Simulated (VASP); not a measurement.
GaSb:

```
CELL_PARAMETERS angstrom
0.00000 3.09925 3.09925
3.09925 0.00000 3.09925
3.09925 3.09925 0.00000
ATOMIC_POSITIONS crystal
Sb 0.75000 0.75000 0.75000
Ga 0.00000 0.00000 0.00000
```

Program: VASP 6.6.1. Alike in all runs: task single point; potentials or basis VASP PAW PBE potentials, release 64 (Sb, Ga_d); no spin polarisation; cell as given; cutoff (eV) 520; smearing fermi-dirac 0.05 eV.

Task: Order these runs on this cell by their band gap on the k mesh, lowest first.
A. level r2SCAN; k mesh 8 × 8 × 8
B. level RPBE; k mesh 8 × 8 × 8
C. level r2SCAN0; k mesh 4 × 4 × 4; grid for exact exchange (PRECFOCK) Normal

Result: B (metal), A (0.16 eV), C (1.47 eV).

Caveats: some runs use coarse meshes; spin-orbit coupling is left out, which moves the levels of the heavy elements.

A k mesh can miss the band edges.
